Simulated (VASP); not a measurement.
**SnSe: single point with PBEsol+D3(BJ)**

The system is SnSe.

```
CELL_PARAMETERS angstrom
4.15332 0.00000 0.00000
0.00000 4.15332 0.00000
0.00000 0.00000 6.40280
ATOMIC_POSITIONS crystal
Sn 0.50000 0.00000 0.25002
Sn 0.00000 0.50000 0.74998
Se 0.50000 0.00000 0.74998
Se 0.00000 0.50000 0.25002
```

| Quantity | Value |
| --- | --- |
| Program | VASP 6.6.1 |
| Task | single point |
| Functional | PBEsol |
| Dispersion | D3(BJ) |
| Potentials or basis | VASP PAW PBE potentials, release 64 (Sn_d, Se) |
| Cutoff | 520 eV |
| k mesh | 8 × 8 × 6 |
| Occupations | gaussian, width 0.03 eV |
| Spin | no spin polarisation |
| Dipole correction | no |
| Further INCAR settings | ALGO = Normal; EDIFF = 1e-06; NBANDS = 28 |

```json
{
 "Pressure": "-3.4 GPa",
 "Band gap on the k mesh": "0.06 eV",
 "Dispersion energy per atom": "-0.326 eV"
}
```

Stress tensor (GPa, compression positive):
```
-0.78  0.00  0.00
 0.00 -0.78  0.00
 0.00  0.00 -8.57
```

Levels at points of the mesh, in eV from the valence-band top:
| k point | band 16 | band 17 | band 18 | band 19 | band 20 | band 21 | band 22 | band 23 | band 24 | band 25 |
| --- | --- | --- | --- | --- | --- | --- | --- | --- | --- | --- |
| (0.00, 0.00, 0.00) | -3.71 | -3.71 | -2.65 | -2.65 | -1.91 | 2.86 | 2.92 | 4.70 | 4.70 | 4.92 |
| (0.50, 0.00, 0.00) | -3.85 | -2.13 | -2.13 | -0.35 | -0.35 | 0.89 | 0.89 | 1.49 | 1.49 | 3.05 |
| (0.50, 0.50, 0.00) | -5.73 | -4.35 | -4.35 | -3.41 | -3.41 | 2.68 | 2.68 | 3.95 | 3.95 | 5.93 |
| (0.00, 0.00, 0.50) | -3.23 | -3.23 | -3.23 | -2.52 | -2.51 | 1.82 | 1.82 | 3.69 | 3.69 | 4.77 |
| (0.50, 0.00, 0.50) | -2.24 | -2.06 | -2.06 | -0.35 | -0.35 | 0.41 | 0.41 | 0.87 | 0.87 | 1.21 |
| (0.50, 0.50, 0.50) | -5.14 | -5.14 | -5.14 | -1.43 | -1.43 | 0.98 | 0.98 | 4.57 | 4.57 | 4.57 |

Wall time 110 s on 1 thread of Intel Xeon 8259CL, with other jobs on the host, peak memory 0.32 GiB.

Caveat: the stress differs along the axes, from -9 to -1 GPa; semilocal functionals underestimate gaps, and a narrow one can read as zero; the PAW data sets were made with another functional, which shifts forces and pressure a little; spin-orbit coupling is left out, which moves the levels of the heavy elements. A k mesh can miss the band edges.
